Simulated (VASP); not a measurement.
Input of a VASP 6.6.1 run:

File INCAR:

```
PREC = Accurate ; ENCUT = 520
EDIFF = 1E-6 ; ISMEAR = -1
SIGMA = 0.1 ; LREAL = F
LASPH = T ; NELM = 60
ALGO = Normal ; ISIF = 2
LWAVE = F ; LCHARG = T
GGA = PE ; LELF = T
LVHAR = T ; NBANDS = 9
```

File KPOINTS:

```
regular mesh
0
Gamma
  18 18 18
```

POSCAR

```
Se
1.0
    2.7924609537      0.0000000000      0.0000000000
    0.0000000000      2.7924609537      0.0000000000
    0.0000000000      0.0000000000      2.7924609537
Se
1
Direct
    0.0000000000      0.0000000000      0.0000000000
```

Potentials or basis: VASP PAW PBE potentials, release 64 (Se).

Run with:

```bash
$ cat potpaw_PBE.64/Se/POTCAR > POTCAR
$ mpirun -np 1 vasp_std > vasp.out
```

Task: What does it give for the band gap on the k mesh?

Result: Zero (band 3 reaches 8.11 eV, above the bottom of band 4 at 1.68 eV).

Task: Predict the pressure.

Result: 3.3 GPa.
